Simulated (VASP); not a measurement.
Zr3S2:

```
Zr S
1.0
     2.90254    1.67578    3.48777
    -2.90254    1.67578    3.48777
     0.00000   -3.35156    3.48777
Zr S
3 2
Direct
  0.83873 0.50000 0.16127
  0.50000 0.16127 0.83873
  0.16127 0.83873 0.50000
  0.66502 0.66502 0.66502
  0.33498 0.33498 0.33498
```

Base run:

```yaml
Program: VASP 6.6.1
Functional: r2SCAN
Potentials_or_basis: VASP PAW PBE potentials, release 64 (Zr_sv, S)
Cutoff: 520 eV
k_mesh: 6 × 6 × 6
Occupations: fermi-dirac, width 0.05 eV
Spin: no spin polarisation
Hubbard_terms: Zr d U = 4.0 eV
```

Its results: band gap on the k mesh zero (bands 24 and 25 overlap by 0.23 eV); pressure 6.3 GPa; largest force 0.140 eV/Å.

Problem. The run is repeated on the same cell with these changes: hubbard terms from Zr d U = 4.0 eV to Zr d U = 8.0 eV. What comes out?

Solution. Band gap on the k mesh zero (bands 24 and 25 overlap by 0.23 eV); pressure 13.8 GPa; largest force 0.235 eV/Å.

Caveats: the cell stands under pressure; the PAW data sets were made with another functional, which shifts forces and pressure a little; U without spin polarisation on a metal has little footing.
